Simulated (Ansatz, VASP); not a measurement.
**Two plane-wave programs on AlN**

```
Al N
1.0
     3.11383    0.00000    0.00000
    -1.55691    2.69665    0.00000
     0.00000    0.00000    4.98365
Al N
2 2
Direct
  0.33333 0.66667 0.00001
  0.66667 0.33333 0.50001
  0.33333 0.66667 0.38199
  0.66667 0.33333 0.88199
```

Alike in both runs: functional PBEsol; k mesh 9 × 9 × 6; occupations gaussian, width 0.02 eV; no spin polarisation.

Ansatz relaxed the structure, and its values are those at the end. VASP's run is a single point on that final structure, the one shown.

|  | VASP | Ansatz |
| --- | --- | --- |
| version | VASP 6.6.1 | Ansatz 0.2.0 |
| potentials or method | VASP PAW PBE potentials, release 64 (Al, N), cutoff 520 eV | scalar-relativistic, plane waves, PAW |
| valence electrons in the cell | 16 | 16 |

```csv
,VASP,Ansatz,Ansatz less VASP
gap on the k mesh at the Fermi level (eV),4.11,4.09,-0.017
least direct gap on the mesh (eV),4.11,4.09,-0.017
pressure (GPa),0.0,0.0,+0.02
```

VASP's potentials were made for PBE, not for PBEsol.
